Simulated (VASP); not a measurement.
Wanted: the native input for a VASP 6.6.1 run.

```yaml
Task: single point
Functional: PBEsol
Dispersion: D3(BJ)
Potentials_or_basis: VASP PAW PBE potentials, release 64 (Ti_sv, C)
Cutoff: 520 eV
k_mesh: 11 × 11 × 11
Occupations: fermi-dirac, width 0.05 eV
Spin: no spin polarisation
Dipole_correction: no
Further_INCAR_settings: ALGO = Normal; EDIFF = 1e-07; NBANDS = 15
```

The structure of TiC lies in POSCAR:

```
TiC
1.0
    0.0000000000      2.1283930496      2.1283930496
    2.1283930496      0.0000000000      2.1283930496
    2.1283930496      2.1283930496      0.0000000000
Ti C
1 1
Direct
    0.0000000000      0.0000000000      0.0000000000
    0.5000000000      0.5000000000      0.5000000000
```

One way to write it, as run:

INCAR

```
PREC     = Accurate       # precision mode
ENCUT    = 520            # plane-wave cutoff, eV
EDIFF    = 1E-7           # SCF threshold, eV
ISMEAR   = -1             # smearing method
SIGMA    = 0.05           # smearing width, eV
LREAL    = False          # projectors in reciprocal space
LASPH    = True           # aspherical terms in the spheres
NELM     = 60             # most SCF steps
ALGO     = Normal         # electronic algorithm
ISIF     = 2              # what is computed and relaxed
LWAVE    = False          # write WAVECAR
LCHARG   = False          # write CHGCAR
GGA      = PS             # functional
IVDW     = 12             # dispersion correction
NBANDS   = 15             # bands
```

KPOINTS

```
Automatic mesh
0
Gamma
  11 11 11
```

Potentials or basis: VASP PAW PBE potentials, release 64 (Ti_sv, C).

Launch:

```console
$ cat potpaw_PBE.64/Ti_sv/POTCAR potpaw_PBE.64/C/POTCAR > POTCAR
$ mpirun -np 1 vasp_std > vasp.out
```

It gave:

The pressure is 0.3 GPa. The band gap on the k mesh is zero (band 8 reaches 10.60 eV, above the bottom of band 9 at 9.51 eV) and the dispersion energy per atom is -0.430 eV.

Caveat: the PAW data sets were made with another functional, which shifts forces and pressure a little; pairwise dispersion overbinds metals, which lowers pressure and volume.

It took 19 s on 1 thread of AMD EPYC 7R43 64-Core Processor (Zen 3), with other jobs on the host, peak memory 0.12 GiB.
